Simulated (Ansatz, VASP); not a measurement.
One calculation of Mo, two programs

```
CELL_PARAMETERS angstrom
0.00000 -3.14200 0.00000
-3.14200 0.00000 0.00000
0.00000 0.00000 -3.14200
ATOMIC_POSITIONS crystal
Mo 0.50000 0.50000 0.50000
Mo 0.00000 0.00000 0.00000
```

Alike in both runs: task single point; functional PBEsol; k mesh 16 × 16 × 16; occupations gaussian, width 0.15 eV; no spin polarisation.

|  | VASP | Ansatz |
| --- | --- | --- |
| version | VASP 6.6.1 | Ansatz 0.2.0 |
| potentials or method | VASP PAW PBE potentials, release 64 (Mo_sv), cutoff 520 eV | scalar-relativistic, plane waves, PAW |
| valence electrons in the cell | 28 | 28 |

```csv
,VASP,Ansatz,Ansatz less VASP
gap on the k mesh at the Fermi level (eV),none,none,-
pressure (GPa),-2.7,-3.2,-0.52
```

VASP's potentials were made for PBE, not for PBEsol. A gap of «none» marks a metal or a gap that the smearing closes.
